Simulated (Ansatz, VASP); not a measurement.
**TaN: VASP beside Ansatz**

```
Ta N
1.0
     5.08130    0.00000    0.00000
    -2.54065    4.40053    0.00000
     0.00000    0.00000    2.90800
Ta N
3 3
Direct
  0.00000 0.00000 0.00000
  0.33333 0.66667 0.50000
  0.66667 0.33333 0.50000
  0.50000 0.00000 0.00000
  0.50000 0.50000 0.00000
  0.00000 0.50000 0.00000
```

Change from the starting cell: equal xx and yy strain of -2 %, crystal datasets.

Alike in both runs: task electric field gradients; functional LDA; k mesh 5 × 5 × 8; occupations fermi-dirac, width 0.03 eV; no spin polarisation.

|  | VASP | Ansatz |
| --- | --- | --- |
| version | VASP 6.6.1 | Ansatz 0.2.0 |
| potentials or method | VASP PAW LDA potentials, release 64 (Ta_pv, N), cutoff 520 eV | all-electron PAW with datasets made for the crystal, scalar-relativistic |

|  | VASP | Ansatz | Ansatz less VASP |
| --- | --- | --- | --- |
| pressure (GPa) | 9.6 | 7.4 | -2.19 |
| traceless stress, the component that is largest in VASP (GPa) | -3.80 | -4.47 | -0.669 |
| size of Vzz on the site where it differs most (V/Å²) | 332.0 | 446.1 | +114.18 |

LDA's correlation is that of Perdew and Zunger in VASP and of Perdew and Wang (1992) in Ansatz. Ansatz ran all-electron here, and VASP with PAW potentials.

Spin-orbit coupling is off throughout.
